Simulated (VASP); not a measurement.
# Si (Fm-3m) in VASP: further runs

Runs on Si. Level: PBE. Tasks: single point.

All numbers are computed with VASP 6.6.1; they aren't measurements. Logs are shortened: lines on timing, memory, paths and dates and some standing lists are left out, and cuts for length are marked.

### 1 The cell of the first run

It takes space group Fm-3m (No. 225, cubic). Conventional cell: a = 3.895 Å, b = 3.895 Å, c = 3.895 Å, α = 90.00°, β = 90.00°, γ = 90.00°. Si (site symmetry m-3m) has 12 Si at 2.75 Å within 3.6 Å.

### 2 Single point, PBE

INCAR

```
SYSTEM = Si
PREC = Accurate
ENCUT = 500
EDIFF = 1E-6
ISMEAR = -1
SIGMA = 0.06122561905347299
LREAL = .FALSE.
LASPH = .TRUE.
NELM = 120
ALGO = Normal
ISIF = 2
LWAVE = .FALSE.
LCHARG = .FALSE.
GGA = PE
NBANDS = 8
GGA_COMPAT = .FALSE.
```

KPOINTS

```
Automatic mesh
0
G
  24 24 24
  0 0 0
```

POSCAR

```
Si
1.0
    0.0000000000      1.9473734526      1.9473734526
    1.9473734526      0.0000000000      1.9473734526
    1.9473734526      1.9473734526      0.0000000000
Si
1
Direct
    0.0000000000      0.0000000000      0.0000000000
```

Potentials or basis: VASP PAW PBE potentials, release 64 (Si).

Run with:

```sh
> cat potpaw_PBE.64/Si/POTCAR > POTCAR
> mpirun -np 1 vasp_std > vasp.out
```

OUTCAR:

```text
SYSTEM = Si
   PREC = Accurate
   ENCUT = 500
   EDIFF = 1E-6
   ISMEAR = -1
   LREAL = .FALSE.
   LASPH = .TRUE.
   NELM = 120
   ISIF = 2
   GGA = PE

 ion  position               nearest neighbor table
   1  0.000  0.000  0.000-

  LATTYP: Found a face centered cubic cell.
 ALAT       =     3.8947469052

  Lattice vectors:

 A1 = (   0.0000000000,   1.9473734526,   1.9473734526)
 A2 = (   1.9473734526,   0.0000000000,   1.9473734526)
 A3 = (   1.9473734526,   1.9473734526,   0.0000000000)

Analysis of symmetry for initial positions (statically):
=====================================================================
 Subroutine PRICEL returns:
 Original cell was already a primitive cell.

 Routine SETGRP: Setting up the symmetry group for a
 face centered cubic supercell.

 Subroutine GETGRP returns: Found 48 space group operations
 (whereof 48 operations were pure point group operations)
 out of a pool of 48 trial point group operations.

The static configuration has the point symmetry O_h .

Analysis of symmetry for dynamics (positions and initial velocities):
=====================================================================
 Subroutine PRICEL returns:
 Original cell was already a primitive cell.

 Routine SETGRP: Setting up the symmetry group for a
 face centered cubic supercell.

 Subroutine GETGRP returns: Found 48 space group operations
 (whereof 48 operations were pure point group operations)
 out of a pool of 48 trial point group operations.

The dynamic configuration has the point symmetry O_h .

 Subroutine INISYM returns: Found 48 space group operations
 (whereof 48 operations are pure point group operations),
 and found     1 'primitive' translations

----------------------------------------------------------------------------------------

                                     Primitive cell

  volume of cell :      14.7699

  direct lattice vectors                    reciprocal lattice vectors
     0.000000000  1.947373453  1.947373453    -0.256756093  0.256756093  0.256756093
     1.947373453  0.000000000  1.947373453     0.256756093 -0.256756093  0.256756093
     1.947373453  1.947373453  0.000000000     0.256756093  0.256756093 -0.256756093

  length of vectors
     2.754001948  2.754001948  2.754001948     0.444714599  0.444714599  0.444714599

  position of ions in fractional coordinates (direct lattice)
     0.000000000  0.000000000  0.000000000

  ion indices of the primitive-cell ions
   primitive index   ion index
                 1           1

----------------------------------------------------------------------------------------

 KPOINTS: Automatic mesh

Automatic generation of k-mesh.
 Grid dimensions read from file:
 generate k-points for:   24   24   24

 Generating k-lattice:

  Cartesian coordinates                     Fractional coordinates (reciprocal lattice)
    -0.010698171  0.010698171  0.010698171     0.041666667  0.000000000  0.000000000
     0.010698171 -0.010698171  0.010698171     0.000000000  0.041666667  0.000000000
     0.010698171  0.010698171 -0.010698171     0.000000000  0.000000000  0.041666667

  Length of vectors
     0.018529775  0.018529775  0.018529775

  Shift w.r.t. Gamma in fractional coordinates (k-lattice)
     0.000000000  0.000000000  0.000000000

 Subroutine IBZKPT returns following result:
 ===========================================

 Found    413 irreducible k-points:

 Following reciprocal coordinates:
            Coordinates               Weight
  0.000000  0.000000  0.000000      1.000000
  0.041667  0.000000  0.000000      8.000000
  0.083333  0.000000  0.000000      8.000000
  0.125000  0.000000  0.000000      8.000000
  0.166667  0.000000  0.000000      8.000000
  0.208333  0.000000  0.000000      8.000000
[... 16 lines left out ...]
  0.416667  0.041667  0.000000     24.000000
  0.458333  0.041667  0.000000     24.000000
 [... further k-points ...]
   k-points           NKPTS =    413   k-points in BZ     NKDIM =    413   number of bands    NBANDS=      8
   number of dos      NEDOS =    301   number of ions     NIONS =      1
   total plane-waves  NPLWV =   8000
   dimension x,y,z NGX =    20 NGY =   20 NGZ =   20
   dimension x,y,z NGXF=    40 NGYF=   40 NGZF=   40
   ions per type =               1
   NGX,Y,Z   is equivalent  to a cutoff of  12.07, 12.07, 12.07 a.u.
   NGXF,Y,Z  is equivalent  to a cutoff of  24.15, 24.15, 24.15 a.u.
 SYSTEM =  Si
   PREC   = accura    normal or accurate (medium, high low for compatibility)
   ISTART =      0    job   : 0-new  1-cont  2-samecut
   ICHARG =      2    charge: 1-file 2-atom 10-const
   ISPIN  =      1    spin polarized calculation?
   LNONCOLLINEAR =      F non collinear calculations
   LSORBIT =      F    spin-orbit coupling
   LASPH  =      T    aspherical Exc in radial PAW
   ENCUT  =  500.0 eV  36.75 Ry    6.06 a.u.   5.02  5.02  5.02*2*pi/ulx,y,z
   NELM   =    120;   NELMIN=  2; NELMDL= -5     # of ELM steps
   EDIFF  = 0.1E-05   stopping-criterion for ELM
   LREAL  =      F    real-space projection
   EDIFFG = 0.1E-04   stopping-criterion for IOM
   NSW    =      0    number of steps for IOM
   IBRION =     -1    ionic relax: 0-MD 1-quasi-New 2-CG
   NFREE  =      0    steps in history (QN), initial steepest desc. (CG)
   ISIF   =      2    stress and relaxation
   ISYM   =      2    0-nonsym 1-usesym 2-fastsym
   POTIM  = 0.5000    time-step for ionic-motion
   TEBEG  =    0.0;   TEEND  =   0.0 temperature during run
   PSTRESS=    0.0 pullay stress
   NELECT =       4.0000    total number of electrons
   NUPDOWN=      -1.0000    fix difference up-down
   EMIN   =  10.00;   EMAX   =-10.00  energy-range for DOS
   EFERMI =   0.00;   METHOD = LEGACY
   ISMEAR =    -1;   SIGMA  =   0.06  broadening in eV -4-tet -1-fermi 0-gaus
   EFERMI_NEDOS =   21; number of points for ismear=-14 and -15
   IALGO  =     38    algorithm
   IMIX   =      4    mixing-type and parameters
     AMIX     =   0.40;   BMIX     =  1.00
     AMIX_MAG =   1.60;   BMIX_MAG =  1.00
  volume/ion in A,a.u.               =      14.77        99.67
  Fermi-wavevector in a.u.,A,eV,Ry     =   1.059178  2.001556 15.263803  1.121858
  Thomas-Fermi vector in A             =   2.194514
   LORBIT       =      0    0 simple, 1 ext, 2 COOP (PROOUT), +10 PAW based schemes
   GGA     = PE    functional components
   LHFCALC =     F    Hartree Fock is set to
   AEXX    =    0.0000 exact exchange contribution
   IVDW    =     0    specifies the selected vdW correction
   LEPSILON=     F    determine dielectric tensor
   LRPA    =     F    only Hartree local field effects (RPA)
 non-spin polarized calculation
  energy-cutoff  :      500.00
  volume of cell :       14.77
 maximum number of plane-waves:       388
   NGX =  9   NGY =  9   NGZ =  9

 number of electron       4.0000000 magnetization

 Free energy of the ion-electron system (eV)
  ---------------------------------------------------
  ext. energy  EPLUGINS =         0.00000000
  ---------------------------------------------------
  free energy    TOTEN  =        -4.88770319 eV

  energy without entropy =       -4.88161985  energy(sigma->0) =       -4.88466152

 E-fermi :   9.9213     XC(G=0): -11.1124

 val. band max:        9.9198319122   @ k =  -0.2917   0.2917   0.0833
 cond. band min:       9.9375165871   @ k =  -0.2500   0.1250   0.0000
 fundamental gap:      0.0176846750
 Fermi energy:         9.9213389636

 k-point     1 :       0.0000    0.0000    0.0000
  band No.  band energies     occupation
      1      -4.3641      2.00000
      2      20.7930      0.00000
      3      20.7930      0.00000
      4      20.7930      0.00000
      5      21.7500      0.00000
      6      21.7500      0.00000
      7      21.7500      0.00000
      8      27.0395      0.00000

 k-point     2 :       0.0417    0.0000    0.0000
  band No.  band energies     occupation
      1      -4.3143      2.00000
      2      19.7228      0.00000
      3      20.4828      0.00000
      4      20.4828      0.00000
      5      22.1224      0.00000
      6      22.1224      0.00000
      7      22.3793      0.00000
      8      27.4560      0.00000

 k-point     3 :       0.0833    0.0000    0.0000
  band No.  band energies     occupation
      1      -4.1647      2.00000
      2      18.0813      0.00000
      3      19.9908      0.00000
      4      19.9908      0.00000
      5      22.7854      0.00000
      6      22.7854      0.00000
      7      22.8361      0.00000
      8      27.6092      0.00000

 k-point     4 :       0.1250    0.0000    0.0000
  band No.  band energies     occupation
      1      -3.9157      2.00000
      2      16.3371      0.00000
      3      19.5326      0.00000
      4      19.5326      0.00000
      5      22.9725      0.00000
      6      23.4531      0.00000
      7      23.4531      0.00000
      8      26.9666      0.00000

 k-point     5 :       0.1667    0.0000    0.0000
  band No.  band energies     occupation
      1      -3.5677      2.00000
      2      14.5831      0.00000
      3      19.1406      0.00000
      4      19.1406      0.00000
      5      22.9570      0.00000
      6      23.8711      0.00000
      7      23.8711      0.00000
      8      26.6227      0.00000
[... 177 lines left out ...]
 k-point    22 :       0.3750    0.0417    0.0000
  band No.  band energies     occupation
      1      -0.6130      2.00000
      2       7.1159      2.00000
      3      17.5684      0.00000
      4      18.3716      0.00000
      5      20.7981      0.00000
      6      22.3698      0.00000
      7      23.2323      0.00000
      8      27.0444      0.00000

 k-point    23 :       0.4167    0.0417    0.0000
  band No.  band energies     occupation
      1       0.2770      2.00000
      2       5.7211      2.00000
      3      17.6230      0.00000
      4      18.1797      0.00000
      5      20.5226      0.00000
      6      21.8578      0.00000
      7      23.2668      0.00000
      8      26.5680      0.00000

 k-point    24 :       0.4583    0.0417    0.0000
  band No.  band energies     occupation
      1       1.2495      2.00000
      2       4.4211      2.00000
      3      17.7437      0.00000
      4      17.9669      0.00000
      5      20.4297      0.00000
      6      21.4385      0.00000
      7      23.3059      0.00000
      8      26.2308      0.00000

 [... further k-points ...]

------------------------ aborting loop because EDIFF is reached ----------------------------------------

  FORCE on cell =-STRESS in cart. coord.  units (eV):
  Direction    XX          YY          ZZ          XY          YZ          ZX
  --------------------------------------------------------------------------------------
  -------------------------------------------------------------------------------------
  Total       -0.1539673     -0.1539673     -0.1539673     -0.0000000     -0.0000000      0.0000000
  in kB      -16.7017283    -16.7017283    -16.7017283     -0.0000000     -0.0000000      0.0000000
  external PRESSURE =     -16.7017283 kB  Pullay stress =       0.0000000 kB

 VOLUME and BASIS-vectors are now :
 -----------------------------------------------------------------------------
  energy-cutoff  :      500.00
  volume of cell :       14.77
      direct lattice vectors                 reciprocal lattice vectors
     0.000000000  1.947373453  1.947373453    -0.256756093  0.256756093  0.256756093
     1.947373453  0.000000000  1.947373453     0.256756093 -0.256756093  0.256756093
     1.947373453  1.947373453  0.000000000     0.256756093  0.256756093 -0.256756093

 POSITION                                       TOTAL-FORCE (eV/Angst)
 -----------------------------------------------------------------------------------
      0.00000      0.00000      0.00000        -0.000000      0.000000      0.000000
 -----------------------------------------------------------------------------------
    total drift:                                0.000000      0.000000     -0.000000

  FREE ENERGIE OF THE ION-ELECTRON SYSTEM (eV)
  ---------------------------------------------------
  free  energy   TOTEN  =        -4.8877031936 eV

  energy  without entropy=       -4.8816198505  energy(sigma->0) =       -4.88466152
```

Run time: 52 s. Hardware: 1 thread of Intel Xeon 8259CL, shared host; peak memory 0.15 GiB.

What came out:

```yaml
Free_energy: -4.8877 eV
Pressure: -1.7 GPa
Band_gap_on_the_k_mesh: zero (band 2 reaches 20.79 eV, above the bottom of band 3 at 6.88 eV)
```

Levels at points of the mesh, in eV from the Fermi level:
```tsv
k point	band 1	band 2	band 3	band 4	band 5	band 6	band 7
(0.00, 0.00, 0.00)	-14.29	10.87	10.87	10.87	11.83	11.83	11.83
(0.50, 0.00, 0.00)	-7.58	-6.84	8.35	8.35	10.77	10.77	13.04
(0.50, 0.50, 0.00)	-5.28	-4.53	3.11	3.11	4.42	6.66	24.28
```

### 3 Single point, PBE

INCAR

```
PREC = Accurate
ENCUT = 500
EDIFF = 1E-6
ISMEAR = -1
SIGMA = 0.06122561905347299
LREAL = False
LASPH = True
NELM = 120
ALGO = Normal
ISIF = 2
LWAVE = False
LCHARG = False
GGA = PE
NBANDS = 8
GGA_COMPAT = False
```

KPOINTS

```
Automatic mesh
0
Gamma
  24 24 24
```

POSCAR is that of step 2.

Potentials or basis: VASP PAW PBE potentials, release 64 (Si).

Run with:

```sh
> cat potpaw_PBE.64/Si/POTCAR > POTCAR
> mpirun -np 1 vasp_std > vasp.out
```

It took 48 s on 1 thread of Intel Xeon 8259CL, shared host; peak memory 0.15 GiB.

Results (log left out):

```yaml
Free_energy: -4.8877 eV
Pressure: -1.7 GPa
Band_gap_on_the_k_mesh: zero (band 2 reaches 20.79 eV, above the bottom of band 3 at 6.88 eV)
```

Levels at points of the mesh, in eV from the Fermi level:
```tsv
k point	band 1	band 2	band 3	band 4	band 5	band 6	band 7
(0.00, 0.00, 0.00)	-14.29	10.87	10.87	10.87	11.83	11.83	11.83
(0.50, 0.00, 0.00)	-7.58	-6.84	8.35	8.35	10.77	10.77	13.04
(0.50, 0.50, 0.00)	-5.28	-4.53	3.11	3.11	4.42	6.66	24.28
```

### 4 Single point, PBE

This run uses another cell than the first one, of 15.06 Å³/atom, 1.020 times its volume.

INCAR

```
  PREC = Accurate
  ENCUT = 500
  EDIFF = 1E-6
  ISMEAR = -1
  SIGMA = 0.06122561905347299
  LREAL = False
  LASPH = True
  NELM = 120
  ALGO = Normal
  ISIF = 2
  LWAVE = False
  LCHARG = False
  GGA = PE
  NBANDS = 8
  GGA_COMPAT = False
```

KPOINTS

```
regular mesh
0
Gamma
  24 24 24
```

POSCAR

```
Si
1.0
    0.0000000000      1.9600190891      1.9600190891
    1.9600190891      0.0000000000      1.9600190891
    1.9600190891      1.9600190891      0.0000000000
Si
1
Direct
    0.0000000000      0.0000000000      0.0000000000
```

Run with:

```sh
> cat potpaw_PBE.64/Si/POTCAR > POTCAR
> mpirun -np 1 vasp_std > vasp.out
```

It took 54 s on 1 thread of Intel Xeon 8259CL, shared host; peak memory 0.15 GiB.

Results (log left out):

```
Free energy            : -4.8834 eV
Pressure               : -3.1 GPa
Band gap on the k mesh : zero (band 2 reaches 20.31 eV, above the bottom of band 3 at 6.68 eV)
```

Levels at points of the mesh, in eV from the Fermi level:
```csv
k point,band 1,band 2,band 3,band 4,band 5
"(0.00, 0.00, 0.00)",-14.11,10.64,10.64,10.64,11.75
"(0.50, 0.00, 0.00)",-7.52,-6.72,8.18,8.18,10.71
"(0.50, 0.50, 0.00)",-5.18,-4.53,3.06,3.06,4.45
```

### 5 Single point, PBE

This run uses another cell than the first one, of 15.06 Å³/atom, 1.020 times its volume.

INCAR

```
SYSTEM = Si
PREC = Accurate ; ENCUT = 500
EDIFF = 1E-6 ; ISMEAR = -1
SIGMA = 0.06122561905347299 ; LREAL = .FALSE.
LASPH = .TRUE. ; NELM = 120
ALGO = Normal ; ISIF = 2
LWAVE = .FALSE. ; LCHARG = .FALSE.
GGA = PE ; NBANDS = 8
GGA_COMPAT = .FALSE.
```

KPOINTS

```
Automatic mesh
0
G
  24 24 24
  0 0 0
```

POSCAR is that of step 4.

Run with:

```sh
> cat potpaw_PBE.64/Si/POTCAR > POTCAR
> mpirun -np 1 vasp_std > vasp.out
```

It took 58 s on 1 thread of Intel Xeon 8259CL, shared host; peak memory 0.15 GiB.

Results (log left out):

- Free energy: -4.8834 eV
- Pressure: -3.1 GPa
- Band gap on the k mesh: zero (band 2 reaches 20.31 eV, above the bottom of band 3 at 6.68 eV)

Levels at points of the mesh, in eV from the Fermi level:
```
           k point  band 1  band 2  band 3  band 4  band 5  band 6  band 7
(0.00, 0.00, 0.00)  -14.11   10.64   10.64   10.64   11.75   11.75   11.75
(0.50, 0.00, 0.00)   -7.52   -6.72    8.18    8.18   10.71   10.71   12.83
(0.50, 0.50, 0.00)   -5.18   -4.53    3.06    3.06    4.45    6.55   24.01
```

### 6 Single point, PBE

This run uses another cell than the first one, of 15.35 Å³/atom, 1.039 times its volume.

INCAR

```
  ALGO = Normal
  EDIFF = 1E-6
  ENCUT = 500
  GGA = PE
  GGA_COMPAT = False
  ISIF = 2
  ISMEAR = -1
  LASPH = True
  LCHARG = False
  LREAL = False
  LWAVE = False
  NBANDS = 8
  NELM = 120
  PREC = Accurate
  SIGMA = 0.06122561905347299
```

KPOINTS

```
k-points
0
Gamma
  24 24 24
```

POSCAR

```
Si
1.0
    0.0000000000      1.9725036237      1.9725036237
    1.9725036237      0.0000000000      1.9725036237
    1.9725036237      1.9725036237      0.0000000000
Si
1
Direct
    0.0000000000      0.0000000000      0.0000000000
```

Potentials or basis: VASP PAW PBE potentials, release 64 (Si).

Run with:

```sh
> cat potpaw_PBE.64/Si/POTCAR > POTCAR
> mpirun -np 1 vasp_std > vasp.out
```

Run time: 53 s. Hardware: 1 thread of Intel Xeon 8259CL, shared host; peak memory 0.15 GiB.

The run converged. Its results:

| Quantity | Value |
| --- | --- |
| Free energy | -4.8766 eV |
| Pressure | -4.4 GPa |
| Band gap on the k mesh | zero (band 2 reaches 19.85 eV, above the bottom of band 3 at 6.50 eV) |

Levels at points of the mesh, in eV from the Fermi level:
```csv
k point,band 1,band 2,band 3,band 4,band 5,band 6,band 7
"(0.00, 0.00, 0.00)",-13.94,10.42,10.42,10.42,11.68,11.68,11.68
"(0.50, 0.00, 0.00)",-7.47,-6.60,8.01,8.01,10.65,10.65,12.63
"(0.50, 0.50, 0.00)",-5.09,-4.53,3.00,3.00,4.48,6.45,23.75
```

### 7 Overview

| cell | gap on the mesh (eV) | pressure (GPa) |
| --- | --- | --- |
| a = 2.754 Å, angles 60.0°, 1 atom | none | -1.7 |
| a = 2.772 Å, angles 60.0°, 1 atom | none | -3.1 |
| a = 2.790 Å, angles 60.0°, 1 atom | none | -4.4 |

Alike in all rows: task single point; level PBE; potentials or basis VASP PAW PBE potentials, release 64 (Si); no spin polarisation; k mesh 24 × 24 × 24; cutoff (eV) 500; smearing fermi-dirac 0.0612256 eV.

Total energies depend on the potentials used, so only differences within one code and one set of settings carry meaning.
